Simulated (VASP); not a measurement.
# C10N in VASP: notebook

Runs on C10N. Level: PBE. Tasks: single point.

Program: VASP 6.6.1. These are calculated values, not measurements. Logs are shortened: lines on timing, memory, paths and dates and some standing lists are left out, and cuts for length are marked.

### Step 1. The cell of the first run

The cell holds a wire or tube with vacuum around it, 11 atoms: a = 4.272 Å, b = 8.872 Å, c = 20.279 Å, α = 90.00°, β = 90.00°, γ = 103.93°.

### Step 2. Single point, PBE

The input, INCAR:

```
SYSTEM = C10N
ALGO     = Normal         ! electronic algorithm
DIPOL    = 0.5 0.5 0.333
EDIFF    = 1E-7           ! SCF threshold, eV
ENCUT    = 520            ! plane-wave cutoff, eV
GGA      = PE             ! functional
IDIPOL   = 3            
ISIF     = 2              ! what is computed and relaxed
ISMEAR   = 0              ! smearing method
LASPH    = .True.         ! aspherical terms in the spheres
LCHARG   = .False.        ! write CHGCAR
LDIPOL   = .True.       
LREAL    = .False.        ! projectors in reciprocal space
LWAVE    = .False.        ! write WAVECAR
NBANDS   = 34             ! bands
NELM     = 100            ! most SCF steps
PREC     = Accurate       ! precision mode
SIGMA    = 0.1            ! smearing width, eV
```

The input, KPOINTS:

```
k-points
0
Gamma
  7 3 1
  0 0 0
```

The input, POSCAR:

```
C10N
1.0
    4.2718357705      0.0000000000      0.0000000000
   -2.1359178852      8.6110540228      0.0000000000
    0.0000000000      0.0000000000     20.2788015587
C N
10 1
Direct
    0.1564123854      0.9794914374      0.1972503152
    0.8230790520      0.9794914374      0.1972503152
    0.6461581041      0.9589828748      0.2574344417
    0.3128247708      0.9589828748      0.2574344417
    0.1338042381      0.9383827998      0.3175270229
    0.8045779070      0.9383826011      0.3175270277
    0.6222260717      0.9176686260      0.3778997877
    0.2954419668      0.9176686383      0.3778996956
    0.0947392598      0.8987954532      0.4329047980
    0.8040521936      0.8987947219      0.4329053437
    0.8447392598      0.8987954532      0.4970840263
```

Potentials or basis: VASP PAW PBE potentials, release 64 (C, N).

Run with:

```console
cat potpaw_PBE.64/C/POTCAR potpaw_PBE.64/N/POTCAR > POTCAR
mpirun -np 1 vasp_std > vasp.out
```

OUTCAR:

```text
SYSTEM = C10N
   EDIFF = 1E-7
   ENCUT = 520
   GGA = PE
   ISIF = 2
   ISMEAR = 0
   LASPH = .True.
   LREAL = .False.
   NELM = 100
   PREC = Accurate

 ion  position               nearest neighbor table
   1  0.156  0.979  0.197-   2 1.42   4 1.42
   2  0.823  0.979  0.197-   3 1.42   1 1.42
   3  0.646  0.959  0.257-   4 1.42   2 1.42   6 1.43
   4  0.313  0.959  0.257-   3 1.42   1 1.42   5 1.43
   5  0.134  0.938  0.318-   6 1.41   4 1.43   8 1.44
   6  0.805  0.938  0.318-   5 1.41   3 1.43   7 1.44
   7  0.622  0.918  0.378-  10 1.39   8 1.40   6 1.44
   8  0.295  0.918  0.378-   9 1.39   7 1.40   5 1.44
   9  0.095  0.899  0.433-  10 1.24   8 1.39  11 1.68
  10  0.804  0.899  0.433-   9 1.24  11 1.31   7 1.39
  11  0.845  0.899  0.497-  10 1.31   9 1.68

  LATTYP: Found a base centered orthorhombic cell.
 ALAT       =     4.2718357705
 B/A-ratio  =     4.0315473185
 C/A-ratio  =     4.7470929708

  Lattice vectors:

 A1 = (   2.1359178852,  -8.6110540228,   0.0000000000)
 A2 = (   2.1359178853,   8.6110540228,   0.0000000000)
 A3 = (   0.0000000000,   0.0000000000,  20.2788015587)

Analysis of symmetry for initial positions (statically):
=====================================================================
 Subroutine PRICEL returns:
 Original cell was already a primitive cell.

 Routine SETGRP: Setting up the symmetry group for a
 base centered orthorhombic supercell.

 Subroutine GETGRP returns: Found  1 space group operations
 (whereof  1 operations were pure point group operations)
 out of a pool of  8 trial point group operations.

The static configuration has the point symmetry C_1 .

Analysis of symmetry for dynamics (positions and initial velocities):
=====================================================================
 Subroutine PRICEL returns:
 Original cell was already a primitive cell.

 Routine SETGRP: Setting up the symmetry group for a
 base centered orthorhombic supercell.

 Subroutine GETGRP returns: Found  1 space group operations
 (whereof  1 operations were pure point group operations)
 out of a pool of  8 trial point group operations.

The dynamic configuration has the point symmetry C_1 .

[... 135 lines left out ...]
   NELECT =      45.0000    total number of electrons
   NUPDOWN=      -1.0000    fix difference up-down
   EMIN   =  10.00;   EMAX   =-10.00  energy-range for DOS
   EFERMI =   0.00;   METHOD = LEGACY
   ISMEAR =     0;   SIGMA  =   0.10  broadening in eV -4-tet -1-fermi 0-gaus
   EFERMI_NEDOS =   21; number of points for ismear=-14 and -15
   IALGO  =     38    algorithm
   IMIX   =      4    mixing-type and parameters
     AMIX     =   0.40;   BMIX     =  1.00
     AMIX_MAG =   1.60;   BMIX_MAG =  1.00
  volume/ion in A,a.u.               =      67.81       457.63
  Fermi-wavevector in a.u.,A,eV,Ry     =   0.642059  1.213315  5.608854  0.412239
  Thomas-Fermi vector in A             =   1.708603
   LORBIT       =      0    0 simple, 1 ext, 2 COOP (PROOUT), +10 PAW based schemes
   GGA     = PE    functional components
   LHFCALC =     F    Hartree Fock is set to
   AEXX    =    0.0000 exact exchange contribution
   IVDW    =     0    specifies the selected vdW correction
   LEPSILON=     F    determine dielectric tensor
   LRPA    =     F    only Hartree local field effects (RPA)
 non-spin polarized calculation
 Gauss-broadening in eV      SIGMA  =   0.10
  energy-cutoff  :      520.00
  volume of cell :      745.96
 maximum number of plane-waves:     20148
   NGX = 15   NGY = 33   NGZ = 75

 dipolmoment           0.000000      0.000000      0.236446 electrons x Angstroem

 number of electron      45.0000000 magnetization

 dipolmoment           0.000000      0.000000     -0.013498 electrons x Angstroem

 Free energy of the ion-electron system (eV)
  ---------------------------------------------------
  ext. energy  EPLUGINS =         0.00000000
  ---------------------------------------------------
  free energy    TOTEN  =       -89.33081691 eV

  energy without entropy =      -89.28079314  energy(sigma->0) =      -89.30580502

 E-fermi :  -4.4583     XC(G=0):  -2.1260

 val. band max:       -4.4766128690   @ k =   0.2857   0.0000   0.0000
 cond. band min:      -4.4562620646   @ k =   0.4286   0.3333   0.0000
 fundamental gap:      0.0203508044
 Fermi energy:        -4.4583032752

 k-point     1 :       0.0000    0.0000    0.0000
  band No.  band energies     occupation
      1     -25.0147      2.00000
      2     -22.8962      2.00000
      3     -20.8840      2.00000
      4     -18.1264      2.00000
      5     -17.8995      2.00000
      6     -17.1293      2.00000
[... 396 lines left out ...]
     33       2.0542      0.00000
     34       2.2411      0.00000

------------------------ aborting loop because EDIFF is reached ----------------------------------------

 vacuum level on the upper side and lower side of the slab       (xc-potential included)        -0.038         0.027

  FORCE on cell =-STRESS in cart. coord.  units (eV):
  Direction    XX          YY          ZZ          XY          YZ          ZX
  --------------------------------------------------------------------------------------
  -------------------------------------------------------------------------------------
  Total        6.5022025     -0.1040088     -0.8116953     -0.2835568      0.1310763      4.7748390
  in kB       13.9655462     -0.2233919     -1.7433736     -0.6090282      0.2815281     10.2554841
  external PRESSURE =       3.9995936 kB  Pullay stress =       0.0000000 kB

 VOLUME and BASIS-vectors are now :
 -----------------------------------------------------------------------------
  energy-cutoff  :      520.00
  volume of cell :      745.96
      direct lattice vectors                 reciprocal lattice vectors
     4.271835771  0.000000000  0.000000000     0.234091396  0.058064901  0.000000000
    -2.135917885  8.611054023  0.000000000     0.000000000  0.116129802  0.000000000
     0.000000000  0.000000000 20.278801559     0.000000000  0.000000000  0.049312579

 POSITION                                       TOTAL-FORCE (eV/Angst)
 -----------------------------------------------------------------------------------
     -1.42395      8.43445      4.00000        -6.761557     -0.128845      0.788695
      1.42395      8.43445      4.00000         6.627879     -0.112260      0.976489
      0.71197      8.25785      5.22046        -0.319714      0.163066     -1.184623
     -0.71197      8.25785      5.22046         0.228696      0.078458     -0.578070
     -1.43272      8.08046      6.43907         0.253780      0.003614     -0.472475
      1.43272      8.08046      6.43907        -0.466572     -0.112974      0.408389
      0.69798      7.90209      7.66335        -0.722623      0.110784     -1.496603
     -0.69799      7.90209      7.66335         0.284246     -0.011628      0.556400
     -1.51504      7.73958      8.77879         6.172085     -0.068031      1.911397
      1.51503      7.73957      8.77880        -7.466604      0.314815     -1.092476
      1.68883      7.73958     10.08027         2.170384     -0.236998      0.182878
 -----------------------------------------------------------------------------------
    total drift:                                0.000077     -0.000350      0.000013

  FREE ENERGIE OF THE ION-ELECTRON SYSTEM (eV)
  ---------------------------------------------------
  free  energy   TOTEN  =       -89.3308169066 eV

  energy  without entropy=      -89.2807931377  energy(sigma->0) =      -89.30580502

 vacuum level on the upper side and lower side of the slab         1.481         1.548
```

stdout:

```text
POSCAR found type information on POSCAR C N
 POSCAR found :  2 types and      11 ions
 scaLAPACK will be used
 LDA part: xc-table for (Slater+PW92), standard interpolation
 -----------------------------------------------------------------------------
|                                                                             |
|           W    W    AA    RRRRR   N    N  II  N    N   GGGG   !!!           |
|           W    W   A  A   R    R  NN   N  II  NN   N  G    G  !!!           |
|           W    W  A    A  R    R  N N  N  II  N N  N  G       !!!           |
|           W WW W  AAAAAA  RRRRR   N  N N  II  N  N N  G  GGG   !            |
|           WW  WW  A    A  R   R   N   NN  II  N   NN  G    G                |
|           W    W  A    A  R    R  N    N  II  N    N   GGGG   !!!           |
|                                                                             |
|     Your reciprocal lattice and k-lattice belong to different lattice       |
|     classes:                                                                |
|                                                                             |
|        The reciprocal lattice is base centered orthorhombic,                |
|        whereas your k-lattice is simple monoclinic.                         |
|                                                                             |
|     Results are often still useful ...                                      |
|                                                                             |
 -----------------------------------------------------------------------------

 POSCAR, INCAR and KPOINTS ok, starting setup
 FFT: planning ... GRIDC
 FFT: planning ... GRID_SOFT
 FFT: planning ... GRID
 WAVECAR not read
 entering main loop
```

Wall time 5.7 min (1 thread of Intel Xeon 6975P-C (Granite Rapids), shared host); peak memory 0.8 GiB.

Results:

```
Free energy            : -89.3308 eV
Largest force          : 7.553 eV/Å
Band gap on the k mesh : zero (an odd number of electrons rules out a gap without spin polarisation)
```

Forces on the atoms (eV/Å):
```
C   -6.762 -0.129  0.789
C    6.628 -0.112  0.976
C   -0.320  0.163 -1.185
C    0.229  0.078 -0.578
C    0.254  0.004 -0.472
C   -0.467 -0.113  0.408
C   -0.723  0.111 -1.497
C    0.284 -0.012  0.556
C    6.172 -0.068  1.911
C   -7.467  0.315 -1.092
N    2.170 -0.237  0.183
```

### Step 3. Single point, PBE

The input, INCAR:

```
PREC = Accurate
ENCUT = 520
EDIFF = 1E-7
ISMEAR = 0
SIGMA = 0.1
LREAL = False
LASPH = True
NELM = 80
ALGO = Normal
ISIF = 2
LWAVE = False
LCHARG = True
LDIPOL = True
IDIPOL = 3
DIPOL = 0.5 0.5 0.333
GGA = PE
LELF = True
LVHAR = True
LVACPOTAV = True
NBANDS = 34
```

The input, KPOINTS:

```
regular mesh
0
Gamma
  7 3 1
```

POSCAR: that of step 2 with these lines changed.

```diff
@@ -18,2 +18,2 @@
     0.8040521936      0.8987947219      0.4329053437
-    0.8447392598      0.8987954532      0.4970840263
+    0.0947392598      0.8987954532      0.4977825765
```

Potentials or basis: VASP PAW PBE potentials, release 64 (C, N).

Run with:

```console
cat potpaw_PBE.64/C/POTCAR potpaw_PBE.64/N/POTCAR > POTCAR
mpirun -np 1 vasp_std > vasp.out
```

Wall time 6.1 min (1 thread of Intel Xeon 6975P-C (Granite Rapids), shared host); peak memory 0.78 GiB.

The run converged. Its results:

| Item | Value |
| --- | --- |
| Free energy | -88.9550 eV |
| Largest force | 7.537 eV/Å |
| Band gap on the k mesh | zero (an odd number of electrons rules out a gap without spin polarisation) |

Forces on the atoms (eV/Å):
```
C   -6.700 -0.124  1.041
C    6.856 -0.131  0.825
C   -0.239  0.067 -0.556
C    0.333  0.176 -1.260
C    0.530 -0.113  0.440
C   -0.222  0.022 -0.558
C   -0.315 -0.006  0.679
C    0.682  0.150 -1.981
C    7.513  0.312 -0.514
C   -6.288 -0.117  1.726
N   -2.149 -0.236  0.158
```

Levels at points of the mesh, in eV from the Fermi level:
| k point | band 19 | band 20 | band 21 | band 22 | band 23 | band 24 | band 25 | band 26 | band 27 | band 28 |
| --- | --- | --- | --- | --- | --- | --- | --- | --- | --- | --- |
| (0.00, 0.00, 0.00) | -1.59 | -1.39 | -1.33 | -0.80 | 0.59 | 1.14 | 1.35 | 1.52 | 1.99 | 4.09 |

### Step 4. Single point, PBE

The input, INCAR:

```
  PREC = Accurate
  ENCUT = 520
  EDIFF = 1E-7
  ISMEAR = 0
  SIGMA = 0.1
  LREAL = F
  LASPH = T
  NELM = 80
  ALGO = Normal
  ISIF = 2
  LWAVE = F
  LCHARG = T
  LDIPOL = T
  IDIPOL = 3
  DIPOL = 0.5 0.5 0.322
  GGA = PE
  LELF = T
  LVHAR = T
  LVACPOTAV = T
  NBANDS = 34
```

KPOINTS is that of step 3.

POSCAR: that of step 3 with these lines changed.

```diff
@@ -18,2 +18,2 @@
     0.8040521936      0.8987947219      0.4329053437
-    0.0947392598      0.8987954532      0.4977825765
+    0.0947392598      1.3987954532      0.3774598843
```

Run with:

```console
cat potpaw_PBE.64/C/POTCAR potpaw_PBE.64/N/POTCAR > POTCAR
mpirun -np 1 vasp_std > vasp.out
```

Run time: 8.7 min. Hardware: 1 thread of Intel Xeon 6975P-C (Granite Rapids), shared host; peak memory 0.8 GiB.

The run converged. Its results:

* Free energy: -83.0587 eV
* Largest force: 7.343 eV/Å
* Band gap on the k mesh: zero (an odd number of electrons rules out a gap without spin polarisation)
* Work function of the upper face: 6.24 eV
* Work function of the lower face: 6.31 eV

Forces on the atoms (eV/Å):
```
C   -7.234 -0.179  1.247
C    7.234 -0.179  1.247
C   -0.467  0.174 -1.207
C    0.467  0.174 -1.206
C   -0.080  0.011 -0.044
C    0.081  0.013 -0.045
C   -0.044 -0.008  0.071
C    0.043 -0.014  0.068
C   -0.122  0.007 -0.061
C    0.122  0.010 -0.061
N    0.000 -0.009 -0.008
```

Levels at points of the mesh, in eV from the Fermi level:
```tsv
k point	band 20	band 21	band 22	band 23	band 24	band 25
(0.00, 0.00, 0.00)	-0.68	-0.03	-0.03	0.17	0.79	1.28
```

(Part 1 of 2 ends here.)

The gap in the log of VASP goes by the Fermi energy; the results here count the filled bands.